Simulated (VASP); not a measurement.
# AlRu (P1) in VASP: a series of runs, part 2 of 2

VASP 6.6.1. The steps go on from the part before.

## 3. Relaxation of cell and atoms, LDA

File INCAR:

```
SYSTEM = AlRu
PREC = Accurate
ENCUT = 600
EDIFF = 1E-7
ISMEAR = 0
SIGMA = 0.15
LREAL = .False.
LASPH = .True.
NELM = 60
ALGO = Fast
ISIF = 3
LWAVE = .False.
LCHARG = .False.
IBRION = 2
NSW = 100
EDIFFG = -0.01
```

File KPOINTS:

```
Automatic mesh
0
Gamma
  12 12 12
  0 0 0
```

File POSCAR:

```
AlRu
1.0
    2.9377610768      0.0224820181     -0.0076080687
    0.0224820181      2.9594384430      0.0195531680
   -0.0076080687      0.0195531680      2.9517811818
Al Ru
1 1
Direct
    0.0563676307      0.0579963887     -0.1296693801
    0.4436323693      0.4420036113      0.6296693801
```

Potentials or basis: VASP PAW LDA potentials, release 64 (Al, Ru_pv).

The run is started by

```
$ cat potpaw_LDA.64/Al/POTCAR potpaw_LDA.64/Ru_pv/POTCAR > POTCAR
$ mpirun -np 1 vasp_std > vasp.out
```

OUTCAR:

```text
SYSTEM = AlRu
   PREC = Accurate
   ENCUT = 600
   EDIFF = 1E-7
   ISMEAR = 0
   LREAL = .False.
   LASPH = .True.
   NELM = 60
   ISIF = 3
   IBRION = 2
   NSW = 100
   EDIFFG = -0.01

 ion  position               nearest neighbor table
   1  0.056  0.058  0.870-   2 1.77   2 2.22   2 2.26   2 2.68   2 2.77   2 3.07   2 3.10
   2  0.444  0.442  0.630-   1 1.77   1 2.22   1 2.26   1 2.68   1 2.77   1 3.07   1 3.10

  LATTYP: Found a triclinic cell.
 ALAT       =     6.6191318370
 B/A-ratio  =     0.9954479840
 C/A-ratio  =     1.3495603236
 COS(alpha) =     0.0000153175
 COS(beta)  =     0.6003204813
 COS(gamma) =     0.7970520054

  Lattice vectors:

 A1 = (  -5.8980041717,  -3.0044024792,  -0.0043370306)
 A2 = (  -5.8831302223,  -0.0254108682,   2.9669973192)
 A3 = (  -2.9675089756,  -5.9804652401,  -5.9350606309)

Analysis of symmetry for initial positions (statically):
=====================================================================
 Subroutine PRICEL returns:
 Original cell was already a primitive cell.

 Routine SETGRP: Setting up the symmetry group for a
 triclinic supercell.

 Subroutine GETGRP returns: Found  1 space group operations
 (whereof  1 operations were pure point group operations)
 out of a pool of  2 trial point group operations.

The static configuration has the point symmetry C_1 .

[... 568 lines left out ...]

------------------------ aborting loop EDIFF was not reached (unconverged)  ----------------------------

  FORCE on cell =-STRESS in cart. coord.  units (eV):
  Direction    XX          YY          ZZ          XY          YZ          ZX
  --------------------------------------------------------------------------------------
  -------------------------------------------------------------------------------------
  Total       -3.6723439     -3.8279160      1.4508796      1.3480644      5.3397135      5.6228053
  in kB     -111.0216900   -115.7249181     43.8627509     40.7544581    161.4293277    169.9877136
  external PRESSURE =     -60.9612857 kB  Pullay stress =       0.0000000 kB
[... 782 lines left out ...]
      1     -32.3393      2.00000
      2     -32.2744      2.00000
      3     -32.1557      2.00000
      4       2.2579      2.00000
      5       5.7472      2.00000
      6       6.7501      2.00000
      7       7.6063      2.00000
      8       8.7489      2.00000
      9       9.4271      0.37384
     10      11.4744      0.00000
     11      15.2514      0.00000
     12      18.0697      0.00000

 [... further k-points ...]

[... ionic steps 4 to 16 ...]

--------------------------------------- Ionic step       17  -------------------------------------------

 number of electron      16.9999998 magnetization

------------------------ aborting loop because EDIFF is reached ----------------------------------------
[... 67 lines left out ...]
--------------------------------------- Ionic step       19  -------------------------------------------

 number of electron      16.9999998 magnetization

 Free energy of the ion-electron system (eV)
  ---------------------------------------------------
  ext. energy  EPLUGINS =         0.00000000
  ---------------------------------------------------
  free energy    TOTEN  =       -16.19778344 eV

  energy without entropy =      -16.18275107  energy(sigma->0) =      -16.19026725

 E-fermi :  11.0287     XC(G=0): -12.9804

 val. band max:       11.0262930246   @ k =   0.0833   0.0000   0.0833
 cond. band min:      11.0438409763   @ k =   0.0833   0.2500   0.0833
 fundamental gap:      0.0175479517
 Fermi energy:        11.0287104411
[... 389 lines left out ...]
  FREE ENERGIE OF THE ION-ELECTRON SYSTEM (eV)
  ---------------------------------------------------
  free  energy   TOTEN  =       -16.1977834390 eV

  energy  without entropy=      -16.1827510673  energy(sigma->0) =      -16.19026725

 reached required accuracy - stopping structural energy minimisation
```

CONTCAR:

```text
AlRu
   1.00000000000000
     2.9554214316407585    0.0003812505990255    0.0035496039052123
     0.0005396215825367    2.9554430903662583    0.0025227333970082
    -0.0028466105877885   -0.0022061118753555    2.9560624067064514
  Al              Ru
     1     1
Direct
     0.9999509076679274    0.9999951820702742    0.0000414854260854
     0.5000490923320726    0.5000048179297258    0.4999585145739145

  0.00000000E+00  0.00000000E+00  0.00000000E+00
  0.00000000E+00  0.00000000E+00  0.00000000E+00
```

Wall time 36 min (1 thread of AMD EPYC 9R45 (Zen 5), shared host); peak memory 0.51 GiB.

Results:

```yaml
Free_energy: -16.1978 eV
Relaxed_volume: 12.91 Å³/atom
Relaxed_cell: a = 2.955 Å, b = 2.955 Å, c = 2.956 Å, α = 89.99°, β = 89.99°, γ = 89.98°
Space_group_after_relaxing_to_0.1_Å: Pm-3m (No. 221)
Energy_gained_by_relaxing: 2759.0 meV/atom
Ionic_steps: 19
Pressure_after_relaxing: 0.0 GPa
Band_gap_on_the_k_mesh: zero (an odd number of electrons rules out a gap without spin polarisation)
```

Forces in eV/Å, atoms in the order of the input:
```
Al   0.003  0.000 -0.001
Ru  -0.003  0.000  0.001
```

Step by step:
| step | energy change (eV) | largest force (eV/Å) | pressure (GPa) | volume (Å³) |
| --- | --- | --- | --- | --- |
| 1 | 0.0000 | 19.1367 | 80.36 | 25.66 |
| 2 | 0.2727 | 7.0879 | -6.10 | 53.00 |
| 3 | -0.3265 | 6.6470 | -7.52 | 49.56 |
| 4 | -0.9005 | 6.0003 | -9.87 | 46.59 |
| 5 | -3.2483 | 3.7105 | -17.00 | 35.59 |
| 6 | -4.2745 | 3.3506 | -10.80 | 30.49 |
| 7 | -4.5516 | 3.5053 | 0.57 | 28.04 |
| 8 | -4.5561 | 3.5952 | 5.61 | 27.39 |
| 9 | -4.5596 | 3.5561 | 3.53 | 27.64 |
| 10 | -5.1170 | 0.9554 | -18.57 | 29.16 |
| 11 | -5.1181 | 0.8982 | -18.99 | 29.22 |
| 12 | -5.3737 | 0.3559 | 13.97 | 24.59 |
| 13 | -5.4387 | 0.3502 | 0.88 | 25.85 |
| 14 | -5.5078 | 0.0714 | 1.44 | 25.68 |
| 15 | -5.5135 | 0.1752 | 2.09 | 25.60 |
| 16 | -5.5154 | 0.0629 | -2.45 | 26.11 |
| 17 | -5.5167 | 0.1057 | -0.72 | 25.91 |
| 18 | -5.5179 | 0.0235 | -0.15 | 25.84 |
| 19 | -5.5179 | 0.0030 | 0.00 | 25.82 |

Final structure:
```
CELL_PARAMETERS angstrom
2.95542 0.00038 0.00355
0.00054 2.95544 0.00252
-0.00285 -0.00221 2.95606
ATOMIC_POSITIONS crystal
Al 0.99995 0.00000 0.00004
Ru 0.50005 0.50000 0.49996
```
